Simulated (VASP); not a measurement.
Write the native input for VASP 6.6.1 that does the following.

* Task: single point
* Functional: PBEsol
* Potentials or basis: VASP PAW PBE potentials, release 64 (Te, Sb, Cl)
* Cutoff: 520 eV
* k mesh: 5 × 5 × 5
* Occupations: methfessel-paxton, width 0.1369 eV
* Spin: no spin polarisation
* Dipole correction: no
* k mesh for the DOS: 8 × 8 × 8
* Occupations for the DOS: tetrahedron
* Further INCAR settings: ALGO = Normal; EDIFF = 1e-06

Sb2TeCl6:

```
Te Sb Cl
1.0
     0.00000    7.05806    0.00000
     7.05806    0.00000    0.00000
     3.52903    3.52903   -4.99085
Te Sb Cl
1 2 6
Direct
  0.00000 0.00000 0.00000
  0.25000 0.75000 0.50000
  0.75000 0.25000 0.50000
  0.25000 0.25000 0.50000
  0.75000 0.75000 0.50000
  0.25100 0.25100 0.00000
  0.25100 0.74900 0.00000
  0.74900 0.74900 0.00000
  0.74900 0.25100 0.00000
```

These files were run (other wordings do the same):

POSCAR

```
Sb2TeCl6
1.0
    0.0000000000      7.0580640000      0.0000000000
    7.0580640000      0.0000000000      0.0000000000
    3.5290320000      3.5290320000     -4.9908480000
Te Sb Cl
1 2 6
Direct
    0.0000000000      0.0000000000      0.0000000000
    0.2500000000      0.7500000000      0.5000000000
    0.7500000000      0.2500000000      0.5000000000
    0.2500000000      0.2500000000      0.5000000000
    0.7500000000      0.7500000000      0.5000000000
    0.2510000000      0.2510000000      0.0000000000
    0.2510000000      0.7490000000      0.0000000000
    0.7490000000      0.7490000000      0.0000000000
    0.7490000000      0.2510000000      0.0000000000
```

INCAR.step1

```
SYSTEM = Sb2TeCl6
PREC = Accurate
ENCUT = 520
EDIFF = 1E-6
ISMEAR = 1
SIGMA = 0.1369
LREAL = .False.
LASPH = .True.
NELM = 60
ALGO = Normal
ISIF = 2
LWAVE = .False.
LCHARG = .True.
GGA = PS
NBANDS = 39
```

KPOINTS.step1

```
Automatic mesh
0
Gamma
  5 5 5
  0 0 0
```

INCAR.step2

```
SYSTEM = Sb2TeCl6
PREC = Accurate
ENCUT = 520
EDIFF = 1E-6
ISMEAR = -5
SIGMA = 0.1369
LREAL = .False.
LASPH = .True.
NELM = 60
ALGO = Normal
ISIF = 2
LWAVE = .False.
LCHARG = .False.
GGA = PS
LORBIT = 11
NEDOS = 2001
ICHARG = 11
```

KPOINTS.step2

```
Automatic mesh
0
Gamma
  8 8 8
  0 0 0
```

Potentials or basis: VASP PAW PBE potentials, release 64 (Te, Sb, Cl).

Launch:

```console
$ cat potpaw_PBE.64/Te/POTCAR potpaw_PBE.64/Sb/POTCAR potpaw_PBE.64/Cl/POTCAR > POTCAR
$ cp INCAR.step1 INCAR
$ cp KPOINTS.step1 KPOINTS
$ mpirun -np 1 vasp_std > vasp.out
$ cp INCAR.step2 INCAR
$ cp KPOINTS.step2 KPOINTS
$ mpirun -np 1 vasp_std > vasp.out
```

It gave:

```
Valence electrons inside the program's atomic spheres : Te 3.10; Sb 2.19; Cl 5.02
```

Wall time 17 min on 1 thread of Intel Xeon 8259CL (shared host), peak memory 0.68 GiB.
